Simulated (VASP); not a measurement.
A run of VASP 6.6.1:

Contents of INCAR:

```
SYSTEM = Al
  ALGO = Normal
  DIPOL = 0.5 0.5 0.642
  EDIFF = 1E-6
  ENCUT = 520
  GGA = PE
  IDIPOL = 3
  ISIF = 2
  ISMEAR = 0
  LASPH = .TRUE.
  LCHARG = .TRUE.
  LDIPOL = .TRUE.
  LELF = .TRUE.
  LREAL = .FALSE.
  LVACPOTAV = .TRUE.
  LVHAR = .TRUE.
  LWAVE = .FALSE.
  NBANDS = 12
  NELM = 60
  PREC = Accurate
  SIGMA = 0.1
```

KPOINTS

```
k-points
0
G
  12 12 1
  0 0 0
```

The input POSCAR:

```
Al
1.0
    3.0029763831      0.0000000000      0.0000000000
   -1.5014881916      2.6006538347      0.0000000000
    0.0000000000      0.0000000000     28.4938203886
Al
3
Direct
   -0.2240272377      0.2240272377      0.5636639291
    0.4423485111      0.5576514889      0.6422738998
    0.1088685578      0.8911314422      0.7213896171
```

Potentials or basis: VASP PAW PBE potentials, release 64 (Al).

Launch:

```bash
$ cat potpaw_PBE.64/Al/POTCAR > POTCAR
$ mpirun -np 1 vasp_std > vasp.out
```

Hardware: 1 thread of Intel(R) Xeon(R) Platinum 8375C CPU @ 2.90GHz (Ice Lake), on a shared host.

Estimate the wall time of this run.

Wall time 2.7 min on 1 thread of Intel(R) Xeon(R) Platinum 8375C CPU @ 2.90GHz (Ice Lake) (shared host), peak memory 0.36 GiB. Counts: scf iterations 22, k points 43.
